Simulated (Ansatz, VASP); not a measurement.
One calculation of BaTiO3, two programs

```
CELL_PARAMETERS angstrom
3.98550 0.00000 0.00000
0.00000 2.83690 2.84515
0.00000 -2.83690 2.84515
ATOMIC_POSITIONS crystal
Ba 0.00000 0.00000 0.00000
Ti 0.50000 0.51240 0.51240
O 0.50000 0.99184 0.50524
O 0.50000 0.50524 0.99184
O 0.00000 0.48740 0.48740
```

Alike in both runs: task relaxation of cell and atoms; functional PBE; k mesh 7 × 7 × 7; occupations fermi-dirac, width 0.05 eV; no spin polarisation.

|  | VASP | Ansatz |
| --- | --- | --- |
| version | VASP 6.6.1 | Ansatz 0.2.0 |
| potentials or method | VASP PAW PBE potentials, release 64 (Ba_sv, Ti_sv, O) | Ansatz PAW |
| plane-wave cutoff (eV) | 600 | 420 |
| valence electrons in the cell | 40 | 40 |

Ansatz gave:

* gap on the k mesh at the Fermi level, each at its own relaxed structure (eV): 2.47
* relaxed volume (Å³/atom): 13.39
* relaxed length of the cell vector where the two differ most in proportion (Å): 4.106

**Question.** Which values does VASP return?

**Answer.** gap on the k mesh at the Fermi level, each at its own relaxed structure (eV): 2.41; relaxed volume (Å³/atom): 13.53; relaxed length of the cell vector where the two differ most in proportion (Å): 4.122.

Spin-orbit coupling is off throughout. Noted on Ansatz's run: odd divisions of the mesh miss points on the zone boundary, where band edges often lie, so the gap on the mesh can be too wide; the plane-wave basis is chosen anew once the cell has moved, so the energies of steps on either side of that aren't comparable.
